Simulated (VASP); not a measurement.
Set up this calculation in VASP 6.6.1, as the native input.

| Quantity | Value |
| --- | --- |
| Task | single point |
| Functional | PBE |
| Potentials or basis | VASP PAW PBE potentials, release 64 (Si, W_sv) |
| Cutoff | 520 eV |
| k mesh | 6 × 6 × 14 |
| Occupations | gaussian, width 0.1 eV |
| Spin | no spin polarisation |
| Dipole correction | no |
| Further INCAR settings | ALGO = Fast; EDIFF = 1e-06; NBANDS = 38 |

The structure of SiW4 lies in POSCAR:

```
SiW4
1.0
    6.1157474859      0.0000000000      0.0000000000
    0.0000000000      6.1157474859      0.0000000000
    0.0000000000      0.0000000000      2.6453226671
Si W
1 4
Direct
    0.0000000000      0.0000000000      0.0000000000
    0.2039914113      0.5000000000      0.5000000000
    0.7960085887      0.5000000000      0.5000000000
    0.5000000000      0.2039914113      0.5000000000
    0.5000000000      0.7960085887      0.5000000000
```

One way to write it, as run:

INCAR

```
SYSTEM = SiW4
ALGO = Fast
EDIFF = 1E-6
ENCUT = 520
GGA = PE
ISIF = 2
ISMEAR = 0
LASPH = .TRUE.
LCHARG = .FALSE.
LREAL = .FALSE.
LWAVE = .FALSE.
NBANDS = 38
NELM = 80
PREC = Accurate
SIGMA = 0.1
```

KPOINTS

```
k-points
0
G
  6 6 14
  0 0 0
```

Potentials or basis: VASP PAW PBE potentials, release 64 (Si, W_sv).

The run is started by

```bash
$ cat potpaw_PBE.64/Si/POTCAR potpaw_PBE.64/W_sv/POTCAR > POTCAR
$ mpirun -np 1 vasp_std > vasp.out
```

It gave:

The pressure is 0.5 GPa. The largest force is 0.012 eV/Å. The band gap on the k mesh is zero (band 30 reaches 8.77 eV, above the bottom of band 31 at 7.27 eV).

Caveat: spin-orbit coupling is left out, which moves the levels of the heavy elements.

It took 100 s on 1 thread of Intel(R) Xeon(R) 6975P-C (Granite Rapids), on a shared host, peak memory 0.36 GiB.
